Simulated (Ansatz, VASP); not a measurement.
# Two plane-wave programs on CdSe

File POSCAR:

```
CdSe
1.0
    0.0000000000      3.0051556176      3.0051556176
    3.0051556176      0.0000000000      3.0051556176
    3.0051556176      3.0051556176      0.0000000000
Cd Se
1 1
Direct
    0.0000000000      0.0000000000      0.0000000000
    0.2500000000      0.2500000000      0.2500000000
```

INCAR.step1

```
SYSTEM = CdSe
PREC = Accurate
ENCUT = 520
ISMEAR = 0
SIGMA = 0.01
LREAL = .FALSE.
LASPH = .TRUE.
NELM = 80
NBANDS = 16
GGA = PE
ALGO = Normal
EDIFF = 1E-4
LWAVE = .TRUE.
LCHARG = .FALSE.
```

File INCAR.step2:

```
SYSTEM = CdSe
PREC = Accurate
ENCUT = 520
EDIFF = 1E-7
ISMEAR = 0
SIGMA = 0.01
LREAL = .FALSE.
LASPH = .TRUE.
NELM = 80
ALGO = Normal
ISIF = 2
LWAVE = .FALSE.
LCHARG = .TRUE.
METAGGA = R2SCAN
LMIXTAU = .TRUE.
LELF = .TRUE.
LVHAR = .TRUE.
NBANDS = 16
ISTART = 1
```

Contents of KPOINTS:

```
regular mesh
0
G
  6 6 6
  0 0 0
```

Input for Ansatz:

```yaml
crystal:
  lattice:
    - [0.0, 3.0051556176, 3.0051556176]
    - [3.0051556176, 0.0, 3.0051556176]
    - [3.0051556176, 3.0051556176, 0.0]
  atoms:
    - { symbol: Cd, position: [0.0, 0.0, 0.0] }
    - { symbol: Se, position: [0.25, 0.25, 0.25] }
kpoints:
  mp_grid: { grid: [6, 6, 6] }
hamiltonian:
  xc: r2scan
scf:
  occupations: { method: fixed }
  n_extra_bands: 4
output:
  forces: true
  stress: true
  eigenvalues: true
```

Alike in both runs: task single point; functional r2SCAN; k mesh 6 × 6 × 6; no spin polarisation.

```csv
,VASP,Ansatz
version,VASP 6.6.1,Ansatz 0.2.0
potentials or method,"VASP PAW PBE potentials, release 64 (Cd, Se)","plane waves, PAW"
plane-wave cutoff (eV),520,500
occupations,"gaussian, width 0.01 eV",fixed
valence electrons in the cell,18,36
```

|  | VASP | Ansatz | Ansatz less VASP |
| --- | --- | --- | --- |
| gap on the k mesh at the Fermi level (eV) | 1.17 | 1.17 | +0.008 |
| pressure (GPa) | 3.9 | 3.6 | -0.32 |

VASP's potentials were made for PBE, not for r2SCAN. VASP's potentials hold 18 valence electrons a cell and Ansatz's 36, so a difference there can come from the potentials and not from the codes.
